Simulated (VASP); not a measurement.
# Si3Ge (R-3m) in VASP: relaxation of cell and atoms with PBE

Aim: the relaxation of cell and atoms of Si3Ge with PBE.

Program: VASP 6.6.1. These are calculated values, not measurements. Logs are shortened: lines on timing, memory, paths and dates and some standing lists are left out, and cuts for length are marked.

### 1 The cell of the first run

It takes space group R-3m (No. 166, trigonal). Conventional cell: a = 4.932 Å, b = 4.932 Å, c = 13.033 Å, α = 90.00°, β = 90.00°, γ = 120.00°. Within 3.3 Å of Si (site symmetry 2/m) lie 4 Si at 2.47 Å and 2 Ge at 2.60 Å. Within 3.4 Å of Ge (site symmetry -3m) lie 6 Si at 2.60 Å.

The cell was generated, and may not be a known phase.

### 2 Relaxation of cell and atoms, PBE

Contents of INCAR:

```
SYSTEM = Si3Ge
ALGO     = Normal         ! electronic algorithm
EDIFF    = 1E-7           ! SCF threshold, eV
EDIFFG   = -0.01          ! ionic threshold
ENCUT    = 600            ! plane-wave cutoff, eV
GGA      = PE             ! functional
IBRION   = 2              ! ionic algorithm
ISIF     = 3              ! what is computed and relaxed
ISMEAR   = 0              ! smearing method
LASPH    = .TRUE.         ! aspherical terms in the spheres
LCHARG   = .FALSE.        ! write CHGCAR
LREAL    = .FALSE.        ! projectors in reciprocal space
LWAVE    = .FALSE.        ! write WAVECAR
NELM     = 100            ! most SCF steps
NSW      = 100            ! ionic steps
PREC     = Accurate       ! precision mode
SIGMA    = 0.1            ! smearing width, eV
```

Contents of KPOINTS:

```
k-points
0
G
  12 12 12
  0 0 0
```

Contents of POSCAR:

```
Si3Ge
1.0
    2.4658268458      1.4236457932      4.3442019988
   -2.4658268458      1.4236457932      4.3442019988
    0.0000000000     -2.8472915864      4.3442019988
Si Ge
3 1
Direct
    0.0000000000      0.0000000000      0.5000000000
    0.5000000000      0.0000000000      0.0000000000
    0.0000000000      0.5000000000      0.0000000000
    0.0000000000      0.0000000000      0.0000000000
```

Potentials or basis: VASP PAW PBE potentials, release 64 (Si, Ge_d).

The run is started by

```
cat potpaw_PBE.64/Si/POTCAR potpaw_PBE.64/Ge_d/POTCAR > POTCAR
mpirun -np 1 vasp_std > vasp.out
```

OUTCAR:

```text
SYSTEM = Si3Ge
   EDIFF = 1E-7
   EDIFFG = -0.01
   ENCUT = 600
   GGA = PE
   IBRION = 2
   ISIF = 3
   ISMEAR = 0
   LASPH = .TRUE.
   LREAL = .FALSE.
   NELM = 100
   NSW = 100
   PREC = Accurate

 ion  position               nearest neighbor table
   1  0.000  0.000  0.500-   2 2.47   3 2.47   3 2.47   2 2.47   4 2.60   4 2.60
   2  0.500  0.000  0.000-   3 2.47   3 2.47   1 2.47   1 2.47   4 2.60   4 2.60
   3  0.000  0.500  0.000-   2 2.47   2 2.47   1 2.47   1 2.47   4 2.60   4 2.60
   4  0.000  0.000  0.000-   2 2.60   3 2.60   3 2.60   2 2.60   1 2.60   1 2.60

  LATTYP: Found a trigonal (rhomboedric) cell.
 ALAT       =     5.1941467427
 COS(alpha) =     0.5492593582

  Lattice vectors:

 A1 = (   2.4658268458,   1.4236457932,   4.3442019988)
 A2 = (  -2.4658268458,   1.4236457932,   4.3442019988)
 A3 = (   0.0000000000,  -2.8472915864,   4.3442019988)

Analysis of symmetry for initial positions (statically):
=====================================================================
 Subroutine PRICEL returns:
 Original cell was already a primitive cell.

 Routine SETGRP: Setting up the symmetry group for a
 trigonal (rhombohedral) supercell.

 Subroutine GETGRP returns: Found 12 space group operations
 (whereof 12 operations were pure point group operations)
 out of a pool of 12 trial point group operations.

The static configuration has the point symmetry D_3d.

Analysis of symmetry for dynamics (positions and initial velocities):
=====================================================================
 Subroutine PRICEL returns:
 Original cell was already a primitive cell.

 Routine SETGRP: Setting up the symmetry group for a
 trigonal (rhombohedral) supercell.

 Subroutine GETGRP returns: Found 12 space group operations
 (whereof 12 operations were pure point group operations)
 out of a pool of 12 trial point group operations.

The dynamic configuration has the point symmetry D_3d.

 Subroutine INISYM returns: Found 12 space group operations
 (whereof 12 operations are pure point group operations),
 and found     1 'primitive' translations

----------------------------------------------------------------------------------------

                                     Primitive cell

  volume of cell :      91.5010

  direct lattice vectors                    reciprocal lattice vectors
     2.465826846  1.423645793  4.344201999     0.202771740  0.117070319  0.076730625
    -2.465826846  1.423645793  4.344201999    -0.202771740  0.117070319  0.076730625
     0.000000000 -2.847291586  4.344201999     0.000000000 -0.234140637  0.076730625

  length of vectors
     5.194146743  5.194146743  5.194146743     0.246392830  0.246392830  0.246392830

  position of ions in fractional coordinates (direct lattice)
     0.000000000  0.000000000  0.500000000
     0.500000000  1.000000000  0.000000000
     1.000000000  0.500000000  0.000000000
     0.000000000  0.000000000  0.000000000

  ion indices of the primitive-cell ions
   primitive index   ion index
                 1           1
                 2           2
                 3           3
                 4           4

----------------------------------------------------------------------------------------

 KPOINTS: k-points

Automatic generation of k-mesh.
 Grid dimensions read from file:
 generate k-points for:   12   12   12

 Generating k-lattice:

  Cartesian coordinates                     Fractional coordinates (reciprocal lattice)
     0.016897645  0.009755860  0.006394219     0.083333333 -0.000000000  0.000000000
    -0.016897645  0.009755860  0.006394219    -0.000000000  0.083333333  0.000000000
     0.000000000 -0.019511720  0.006394219     0.000000000  0.000000000  0.083333333

  Length of vectors
     0.020532736  0.020532736  0.020532736

  Shift w.r.t. Gamma in fractional coordinates (k-lattice)
     0.000000000  0.000000000  0.000000000

 Subroutine IBZKPT returns following result:
 ===========================================

 Found    189 irreducible k-points:

 Following reciprocal coordinates:
            Coordinates               Weight
  0.000000  0.000000  0.000000      1.000000
  0.083333  0.000000  0.000000      6.000000
  0.166667 -0.000000  0.000000      6.000000
  0.250000 -0.000000  0.000000      6.000000
  0.333333 -0.000000  0.000000      6.000000
  0.416667  0.000000 -0.000000      6.000000
[... 16 lines left out ...]
  0.500000  0.166667  0.000000     12.000000
 -0.416667  0.166667  0.000000     12.000000
 [... further k-points ...]
   k-points           NKPTS =    189   k-points in BZ     NKDIM =    189   number of bands    NBANDS=     17
   number of dos      NEDOS =    301   number of ions     NIONS =      4
   total plane-waves  NPLWV =  74088
   dimension x,y,z NGX =    42 NGY =   42 NGZ =   42
   dimension x,y,z NGXF=    84 NGYF=   84 NGZF=   84
   ions per type =               3   1
   NGX,Y,Z   is equivalent  to a cutoff of  13.44, 13.44, 13.44 a.u.
   NGXF,Y,Z  is equivalent  to a cutoff of  26.89, 26.89, 26.89 a.u.
 SYSTEM =  Si3Ge
   PREC   = accura    normal or accurate (medium, high low for compatibility)
   ISTART =      0    job   : 0-new  1-cont  2-samecut
   ICHARG =      2    charge: 1-file 2-atom 10-const
   ISPIN  =      1    spin polarized calculation?
   LNONCOLLINEAR =      F non collinear calculations
   LSORBIT =      F    spin-orbit coupling
   LASPH  =      T    aspherical Exc in radial PAW
   ENCUT  =  600.0 eV  44.10 Ry    6.64 a.u.  10.37 10.37 10.37*2*pi/ulx,y,z
   NELM   =    100;   NELMIN=  2; NELMDL= -5     # of ELM steps
   EDIFF  = 0.1E-06   stopping-criterion for ELM
   LREAL  =      F    real-space projection
   EDIFFG = -.1E-01   stopping-criterion for IOM
   NSW    =    100    number of steps for IOM
   IBRION =      2    ionic relax: 0-MD 1-quasi-New 2-CG
   NFREE  =      1    steps in history (QN), initial steepest desc. (CG)
   ISIF   =      3    stress and relaxation
   ISYM   =      2    0-nonsym 1-usesym 2-fastsym
   POTIM  = 0.5000    time-step for ionic-motion
   TEBEG  =    0.0;   TEEND  =   0.0 temperature during run
   PSTRESS=    0.0 pullay stress
   NELECT =      26.0000    total number of electrons
   NUPDOWN=      -1.0000    fix difference up-down
   EMIN   =  10.00;   EMAX   =-10.00  energy-range for DOS
   EFERMI =   0.00;   METHOD = LEGACY
   ISMEAR =     0;   SIGMA  =   0.10  broadening in eV -4-tet -1-fermi 0-gaus
   EFERMI_NEDOS =   21; number of points for ismear=-14 and -15
   IALGO  =     38    algorithm
   IMIX   =      4    mixing-type and parameters
     AMIX     =   0.40;   BMIX     =  1.00
     AMIX_MAG =   1.60;   BMIX_MAG =  1.00
  volume/ion in A,a.u.               =      22.88       154.37
  Fermi-wavevector in a.u.,A,eV,Ry     =   1.076277  2.033868 15.760607  1.158372
  Thomas-Fermi vector in A             =   2.212157
   LORBIT       =      0    0 simple, 1 ext, 2 COOP (PROOUT), +10 PAW based schemes
   GGA     = PE    functional components
   LHFCALC =     F    Hartree Fock is set to
   AEXX    =    0.0000 exact exchange contribution
   IVDW    =     0    specifies the selected vdW correction
   LEPSILON=     F    determine dielectric tensor
   LRPA    =     F    only Hartree local field effects (RPA)
 conjugate gradient relaxation of ions
 non-spin polarized calculation
 Gauss-broadening in eV      SIGMA  =   0.10
  energy-cutoff  :      600.00
  volume of cell :       91.50
 maximum number of plane-waves:      3074
 NGX is ok and might be reduce to    42
   NGX = 21   NGY = 21   NGZ = 21

--------------------------------------- Ionic step        1  -------------------------------------------

 number of electron      26.0000004 magnetization

 Free energy of the ion-electron system (eV)
  ---------------------------------------------------
  ext. energy  EPLUGINS =         0.00000000
  ---------------------------------------------------
  free energy    TOTEN  =       -18.19146664 eV

  energy without entropy =      -18.18179960  energy(sigma->0) =      -18.18663312

------------------------ aborting loop because EDIFF is reached ----------------------------------------

  FORCE on cell =-STRESS in cart. coord.  units (eV):
  Direction    XX          YY          ZZ          XY          YZ          ZX
  --------------------------------------------------------------------------------------
  -------------------------------------------------------------------------------------
  Total        0.2547245      0.2547245     -0.3958233      0.0000000      0.0000000      0.0000000
  in kB        4.4602114      4.4602114     -6.9308448      0.0000000      0.0000000      0.0000000
  external PRESSURE =       0.6631926 kB  Pullay stress =       0.0000000 kB
[... 137 lines left out ...]
  energy  without entropy=      -18.1843698560  energy(sigma->0) =      -18.18904125

--------------------------------------- Ionic step        5  -------------------------------------------

 number of electron      26.0000006 magnetization

 Free energy of the ion-electron system (eV)
  ---------------------------------------------------
  ext. energy  EPLUGINS =         0.00000000
  ---------------------------------------------------
  free energy    TOTEN  =       -18.19373582 eV

  energy without entropy =      -18.18439894  energy(sigma->0) =      -18.18906738

 E-fermi :   4.4479     XC(G=0):  -9.0122

 val. band max:        4.4369957669   @ k =   0.2500   0.0833   0.0000
 cond. band min:       4.4548615758   @ k =  -0.1667   0.0833   0.0833
 fundamental gap:      0.0178658090
 Fermi energy:         4.4478892468

 k-point     1 :       0.0000    0.0000    0.0000
  band No.  band energies     occupation
      1     -19.9405      2.00000
      2     -19.9369      2.00000
      3     -19.9369      2.00000
      4     -19.9123      2.00000
      5     -19.9123      2.00000
      6      -8.0209      2.00000
[... 9 lines left out ...]
     16       6.3224      0.00000
     17       8.7923      0.00000
[... 443 lines left out ...]
      1     -19.9399      2.00000
      2     -19.9368      2.00000
      3     -19.9362      2.00000
      4     -19.9123      2.00000
      5     -19.9121      2.00000
      6      -6.8679      2.00000
[... 9 lines left out ...]
     16       7.5799      0.00000
     17       7.8274      0.00000

 [... further k-points ...]
[... 5 lines left out ...]
  --------------------------------------------------------------------------------------
  -------------------------------------------------------------------------------------
  Total        0.0133427      0.0133427      0.0125631      0.0000000      0.0000000      0.0000000
  in kB        0.2336104      0.2336104      0.2199616      0.0000000      0.0000000      0.0000000
  external PRESSURE =       0.2290608 kB  Pullay stress =       0.0000000 kB
[... 19 lines left out ...]
  FREE ENERGIE OF THE ION-ELECTRON SYSTEM (eV)
  ---------------------------------------------------
  free  energy   TOTEN  =       -18.1937358222 eV

  energy  without entropy=      -18.1843989377  energy(sigma->0) =      -18.18906738

 reached required accuracy - stopping structural energy minimisation
```

Run time: 11 min. Hardware: 1 thread of Intel Xeon 6975P-C (Granite Rapids), shared host; peak memory 0.51 GiB.

What came out:

```yaml
Free_energy: -18.1937 eV
Energy_gained_by_relaxing: 0.6 meV/atom
Ionic_steps: 5
Pressure_after_relaxing: 0.0 GPa
Band_gap_on_the_k_mesh: zero (bands 13 and 14 overlap by 2.08 eV)
```

Step by step:
| step | energy change (eV) | largest force (eV/Å) | pressure (GPa) | volume (Å³) |
| --- | --- | --- | --- | --- |
| 1 | 0.0000 | 0.0000 | 0.07 | 91.50 |
| 2 | -0.0021 | 0.0000 | -0.03 | 91.62 |
| 3 | -0.0022 | 0.0000 | -0.07 | 91.66 |
| 4 | -0.0022 | 0.0000 | -0.08 | 91.66 |
| 5 | -0.0023 | 0.0000 | 0.02 | 91.51 |

Final structure:
```yaml
crystal:
  lattice:
    - [2.47449, 1.42865, 4.31419]
    - [-2.47449, 1.42865, 4.31419]
    - [0.00000, -2.85729, 4.31419]
  atoms:
    - { symbol: Si, position: [0.00000, 0.00000, 0.50000] }
    - { symbol: Si, position: [0.50000, 0.00000, 0.00000] }
    - { symbol: Si, position: [0.00000, 0.50000, 0.00000] }
    - { symbol: Ge, position: [0.00000, 0.00000, 0.00000] }
```

Levels at points of the mesh, in eV from the Fermi level:
```csv
k point,band 9,band 10,band 11,band 12,band 13,band 14,band 15,band 16,band 17
"(0.00, 0.00, 0.00)",-3.90,-3.90,-3.39,-2.75,-2.75,-0.36,-0.36,1.87,4.34
"(0.50, 0.00, 0.00)",-4.92,-4.80,-2.59,-1.93,1.27,1.52,1.80,2.18,3.13
"(0.50, 0.50, 0.00)",-5.72,-3.65,-3.52,1.02,1.52,2.00,2.11,2.13,2.31
"(0.50, 0.50, 0.50)",-4.72,-4.72,-2.20,-2.20,0.94,2.23,2.23,2.53,2.53
```
